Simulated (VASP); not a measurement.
AlN, 4 atoms in the cell. It takes space group P2_1/m (No. 11, monoclinic). Conventional cell: a = 3.283 Å, b = 4.188 Å, c = 3.312 Å, α = 90.00°, β = 119.14°, γ = 90.00°. Within 2.5 Å of Al (site symmetry m) lie 5 N at 1.90 to 2.09 Å. N (site symmetry m) has 5 Al at 1.90 to 2.09 Å within 2.5 Å. 

* Program: VASP 6.6.1
* Task: single point
* Functional: PBEsol
* Potentials or basis: VASP PAW PBE potentials, release 64 (Al, N)
* Cutoff: 520 eV
* k mesh: 12 × 12 × 6
* Occupations: gaussian, width 0.05 eV
* Spin: no spin polarisation
* Dipole correction: no
* Further INCAR settings: ALGO = Normal; EDIFF = 1e-06; NBANDS = 16

Potentials or basis: VASP PAW PBE potentials, release 64 (Al, N).

The run is started by

```bash
$ cat potpaw_PBE.64/Al/POTCAR potpaw_PBE.64/N/POTCAR > POTCAR
$ mpirun -np 1 vasp_std > vasp.out
```

Hardware: 1 thread of Intel Xeon 8259CL, with other jobs on the host.

Question: Estimate the wall time of this run.

Answer: It took 2.4 min on 1 thread of Intel Xeon 8259CL, on a shared host, peak memory 0.27 GiB. Counts: scf iterations 13, k points 296.
